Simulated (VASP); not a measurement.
# Ni (Im-3m) in VASP: further runs, part 2 of 4

VASP 6.6.1. Earlier steps stand in the parts before.

## (3) Single point, PBE, collinear spin, ferromagnetic start

This run uses another cell than the first one, of 10.98 Å³/atom, 1.111 times its volume.

INCAR reads:

```
SYSTEM = Ni
PREC = Accurate
ENCUT = 520
EDIFF = 1E-7
ISMEAR = -1
SIGMA = 0.05
LREAL = .FALSE.
LASPH = .TRUE.
NELM = 150
ALGO = Normal
ISIF = 2
LWAVE = .FALSE.
LCHARG = .FALSE.
ISPIN = 2
MAGMOM = 1
LORBIT = 11
LMAXMIX = 4
GGA = PE
NBANDS = 15
```

KPOINTS reads:

```
regular mesh
0
G
  19 19 19
  0 0 0
```

POSCAR reads:

```
Ni
1.0
   -1.4002437887      1.4002437887      1.4002437887
    1.4002437887     -1.4002437887      1.4002437887
    1.4002437887      1.4002437887     -1.4002437887
Ni
1
Direct
    0.0000000000      0.0000000000      0.0000000000
```

Potentials or basis: VASP PAW PBE potentials, release 64 (Ni).

On the command line:

```
$ cat potpaw_PBE.64/Ni/POTCAR > POTCAR
$ mpirun -np 1 vasp_std > vasp.out
```

OUTCAR:

```text
SYSTEM = Ni
   PREC = Accurate
   ENCUT = 520
   EDIFF = 1E-7
   ISMEAR = -1
   LREAL = .FALSE.
   LASPH = .TRUE.
   NELM = 150
   ISIF = 2
   ISPIN = 2
   LORBIT = 11
   GGA = PE

 ion  position               nearest neighbor table
   1  0.000  0.000  0.000-

  LATTYP: Found a body centered cubic cell.
 ALAT       =     2.8004875774

  Lattice vectors:

 A1 = (  -1.4002437887,   1.4002437887,   1.4002437887)
 A2 = (   1.4002437887,  -1.4002437887,   1.4002437887)
 A3 = (   1.4002437887,   1.4002437887,  -1.4002437887)

Analysis of symmetry for initial positions (statically):
=====================================================================
 Subroutine PRICEL returns:
 Original cell was already a primitive cell.

 Routine SETGRP: Setting up the symmetry group for a
 body centered cubic supercell.

 Subroutine GETGRP returns: Found 48 space group operations
 (whereof 48 operations were pure point group operations)
 out of a pool of 48 trial point group operations.

The static configuration has the point symmetry O_h .

Analysis of symmetry for dynamics (positions and initial velocities):
=====================================================================
 Subroutine PRICEL returns:
 Original cell was already a primitive cell.

 Routine SETGRP: Setting up the symmetry group for a
 body centered cubic supercell.

 Subroutine GETGRP returns: Found 48 space group operations
 (whereof 48 operations were pure point group operations)
 out of a pool of 48 trial point group operations.

The dynamic configuration has the point symmetry O_h .

Analysis of structural, dynamic, and magnetic symmetry:
=====================================================================
 Subroutine PRICEL returns:
 Original cell was already a primitive cell.

 Routine SETGRP: Setting up the symmetry group for a
 body centered cubic supercell.

 Subroutine GETGRP returns: Found 48 space group operations
 (whereof 48 operations were pure point group operations)
 out of a pool of 48 trial point group operations.

The overall configuration has the point symmetry O_h .

 Subroutine INISYM returns: Found 48 space group operations
 (whereof 48 operations are pure point group operations),
 and found     1 'primitive' translations

----------------------------------------------------------------------------------------

                                     Primitive cell

  volume of cell :      10.9817

  direct lattice vectors                    reciprocal lattice vectors
    -1.400243789  1.400243789  1.400243789     0.000000000  0.357080677  0.357080677
     1.400243789 -1.400243789  1.400243789     0.357080677  0.000000000  0.357080677
     1.400243789  1.400243789 -1.400243789     0.357080677  0.357080677  0.000000000

  length of vectors
     2.425293385  2.425293385  2.425293385     0.504988336  0.504988336  0.504988336

  position of ions in fractional coordinates (direct lattice)
     0.000000000  0.000000000  0.000000000

  ion indices of the primitive-cell ions
   primitive index   ion index
                 1           1

----------------------------------------------------------------------------------------

 KPOINTS: regular mesh

Automatic generation of k-mesh.
 Grid dimensions read from file:
 generate k-points for:   19   19   19

[... 67 lines left out ...]
   IBRION =     -1    ionic relax: 0-MD 1-quasi-New 2-CG
   NFREE  =      0    steps in history (QN), initial steepest desc. (CG)
   ISIF   =      2    stress and relaxation
   ISYM   =      2    0-nonsym 1-usesym 2-fastsym
   POTIM  = 0.5000    time-step for ionic-motion
   TEBEG  =    0.0;   TEEND  =   0.0 temperature during run
   PSTRESS=    0.0 pullay stress
   NELECT =      10.0000    total number of electrons
   NUPDOWN=      -1.0000    fix difference up-down
   EMIN   =  10.00;   EMAX   =-10.00  energy-range for DOS
   EFERMI =   0.00;   METHOD = LEGACY
   ISMEAR =    -1;   SIGMA  =   0.05  broadening in eV -4-tet -1-fermi 0-gaus
   EFERMI_NEDOS =   21; number of points for ismear=-14 and -15
   IALGO  =     38    algorithm
   IMIX   =      4    mixing-type and parameters
     AMIX     =   0.40;   BMIX     =  1.00
     AMIX_MAG =   1.60;   BMIX_MAG =  1.00
  volume/ion in A,a.u.               =      10.98        74.11
  Fermi-wavevector in a.u.,A,eV,Ry     =   1.586784  2.998587 34.257889  2.517884
  Thomas-Fermi vector in A             =   2.686042
   LORBIT       =     11    0 simple, 1 ext, 2 COOP (PROOUT), +10 PAW based schemes
   GGA     = PE    functional components
   LHFCALC =     F    Hartree Fock is set to
   AEXX    =    0.0000 exact exchange contribution
   IVDW    =     0    specifies the selected vdW correction
   LEPSILON=     F    determine dielectric tensor
   LRPA    =     F    only Hartree local field effects (RPA)
 spin polarized calculation
  energy-cutoff  :      520.00
  volume of cell :       10.98
 maximum number of plane-waves:       321
 NGX is ok and might be reduce to    18
   NGX =  9   NGY =  9   NGZ =  9

 number of electron      10.0000000 magnetization       1.0000000

 number of electron       9.9999984 magnetization       0.5343865

 Free energy of the ion-electron system (eV)
  ---------------------------------------------------
  ext. energy  EPLUGINS =         0.00000000
  ---------------------------------------------------
  free energy    TOTEN  =        -5.38314849 eV

  energy without entropy =       -5.37044304  energy(sigma->0) =       -5.37679577

 E-fermi :   9.1126     XC(G=0): -13.1948

 val. band max:        9.1100690189   @ k =  -0.3158   0.3684   0.1579
 cond. band min:       9.1181071376   @ k =  -0.3158  -0.4737   0.0526
 fundamental gap:      0.0080381187
 Fermi energy:         9.1125904678

 spin component 1

 k-point     1 :       0.0000    0.0000    0.0000
  band No.  band energies     occupation
      1       0.2977      1.00000
      2       6.8664      1.00000
      3       6.8664      1.00000
      4       6.8664      1.00000
      5       8.2639      1.00000
      6       8.2639      1.00000
      7      35.4799      0.00000
      8      35.4799      0.00000
      9      35.4799      0.00000
     10      40.3155      0.00000
     11      40.3155      0.00000
     12      41.2121      0.00000
     13      41.2121      0.00000
     14      41.2121      0.00000
[... 403 lines left out ...]
      4       8.0868      1.00000
      5       8.4513      1.00000
      6       9.2750      0.03736
      7      19.2896      0.00000
      8      26.1844      0.00000
      9      29.4390      0.00000
     10      34.6128      0.00000
     11      38.9908      0.00000
     12      41.7860      0.00000
     13      47.7391      0.00000
     14      52.2015      0.00000
     15      53.0179      0.00000

 [... further k-points ...]

 spin component 2

 k-point     1 :       0.0000    0.0000    0.0000
  band No.  band energies     occupation
      1       0.2810      1.00000
      2       7.5192      1.00000
      3       7.5192      1.00000
      4       7.5192      1.00000
      5       8.7282      0.99954
      6       8.7282      0.99954
      7      35.3777      0.00000
      8      35.3777      0.00000
      9      35.3777      0.00000
     10      40.2391      0.00000
     11      40.2391      0.00000
     12      41.3857      0.00000
     13      41.3857      0.00000
     14      41.3857      0.00000
[... 403 lines left out ...]
      4       8.6281      0.99994
      5       8.9531      0.96044
      6       9.8676      0.00000
      7      19.4738      0.00000
      8      26.2468      0.00000
      9      29.4959      0.00000
     10      34.6548      0.00000
     11      39.0538      0.00000
     12      41.8018      0.00000
     13      47.7487      0.00000
     14      52.2883      0.00000
     15      53.1497      0.00000

 [... further k-points ...]
[... 5 lines left out ...]
  --------------------------------------------------------------------------------------
  -------------------------------------------------------------------------------------
  Total       -0.0063436     -0.0063436     -0.0063436      0.0000000      0.0000000     -0.0000000
  in kB       -0.9255029     -0.9255029     -0.9255029      0.0000000      0.0000000     -0.0000000
  external PRESSURE =      -0.9255029 kB  Pullay stress =       0.0000000 kB

 VOLUME and BASIS-vectors are now :
 -----------------------------------------------------------------------------
  energy-cutoff  :      520.00
  volume of cell :       10.98
      direct lattice vectors                 reciprocal lattice vectors
    -1.400243789  1.400243789  1.400243789     0.000000000  0.357080677  0.357080677
     1.400243789 -1.400243789  1.400243789     0.357080677  0.000000000  0.357080677
     1.400243789  1.400243789 -1.400243789     0.357080677  0.357080677  0.000000000

 POSITION                                       TOTAL-FORCE (eV/Angst)
 -----------------------------------------------------------------------------------
      0.00000      0.00000      0.00000        -0.000000     -0.000000     -0.000000
 -----------------------------------------------------------------------------------
    total drift:                                0.000000     -0.000000      0.000000

  FREE ENERGIE OF THE ION-ELECTRON SYSTEM (eV)
  ---------------------------------------------------
  free  energy   TOTEN  =        -5.3831484882 eV

  energy  without entropy=       -5.3704430423  energy(sigma->0) =       -5.37679577

 total charge

# of ion       s       p       d       tot
------------------------------------------
    1        0.487   0.480   8.332   9.299

 magnetization (x)

# of ion       s       p       d       tot
------------------------------------------
    1       -0.004  -0.017   0.564   0.543
```

Wall time 58 s (1 thread of Intel Xeon Platinum 8259CL at 2.50GHz (Skylake/Cascade Lake), shared host); peak memory 0.16 GiB.

What came out:

```
Free energy                                           : -5.3831 eV
Pressure                                              : -0.1 GPa
Net moment                                            : 0.53 μB per cell
Site moments                                          : Ni +0.54 μB
Valence electrons inside the program's atomic spheres : Ni 9.30
```

Levels at points of the mesh, in eV from the Fermi level:
Spin up:
```
           k point  band 3  band 4  band 5  band 6  band 7  band 8
(0.00, 0.00, 0.00)   -2.25   -2.25   -0.85   -0.85   26.37   26.37
```
Spin down:
| k point | band 1 | band 2 | band 3 | band 4 | band 5 | band 6 | band 7 | band 8 | band 9 | band 10 |
| --- | --- | --- | --- | --- | --- | --- | --- | --- | --- | --- |
| (0.00, 0.00, 0.00) | -8.83 | -1.59 | -1.59 | -1.59 | -0.38 | -0.38 | 26.27 | 26.27 | 26.27 | 31.13 |

## (4) Single point, PBE, collinear spin, ferromagnetic start

This run uses another cell than the first one, of 10.98 Å³/atom, 1.111 times its volume.

INCAR reads:

```
SYSTEM = Ni
ALGO     = Normal         ! electronic algorithm
EDIFF    = 1E-7           ! SCF threshold, eV
ENCUT    = 520            ! plane-wave cutoff, eV
GGA      = PE             ! functional
ISIF     = 2              ! what is computed and relaxed
ISMEAR   = -1             ! smearing method
ISPIN    = 2              ! spin polarisation
LASPH    = .TRUE.         ! aspherical terms in the spheres
LCHARG   = .TRUE.         ! write CHGCAR
LELF     = .TRUE.         ! ELF
LMAXMIX  = 4              ! l up to which the mixer works
LORBIT   = 11             ! projections on sites
LREAL    = .FALSE.        ! projectors in reciprocal space
LVHAR    = .TRUE.       
LWAVE    = .FALSE.        ! write WAVECAR
MAGMOM   = 1              ! initial moments
NBANDS   = 15             ! bands
NELM     = 150            ! most SCF steps
PREC     = Accurate       ! precision mode
SIGMA    = 0.05           ! smearing width, eV
```

KPOINTS reads:

```
k-points
0
G
  19 19 19
  0 0 0
```

POSCAR reads:

```
Ni
1.0
   -1.4002437888      1.4002437888      1.4002437888
    1.4002437888     -1.4002437888      1.4002437888
    1.4002437888      1.4002437888     -1.4002437888
Ni
1
Direct
    0.0000000000      0.0000000000      0.0000000000
```

On the command line:

```
$ cat potpaw_PBE.64/Ni/POTCAR > POTCAR
$ mpirun -np 1 vasp_std > vasp.out
```

Run time: 58 s. Hardware: 1 thread of Intel Xeon Platinum 8259CL at 2.50GHz (Skylake/Cascade Lake), shared host; peak memory 0.17 GiB.

Results (log left out):

- Free energy: -5.3831 eV
- Pressure: -0.1 GPa
- Net moment: 0.53 μB per cell
- Site moments: Ni +0.54 μB
- Valence electrons inside the program's atomic spheres: Ni 9.30

Levels at points of the mesh, in eV from the Fermi level:
Spin up:
```tsv
k point	band 2	band 3	band 4	band 5	band 6	band 7	band 8	band 9
(0.00, 0.00, 0.00)	-2.25	-2.25	-2.25	-0.85	-0.85	26.37	26.37	26.37
```
Spin down:
```tsv
k point	band 2	band 3	band 4	band 5	band 6	band 7	band 8	band 9
(0.00, 0.00, 0.00)	-1.59	-1.59	-1.59	-0.38	-0.38	26.27	26.27	26.27
```

(Continued in part 3 of 4.)
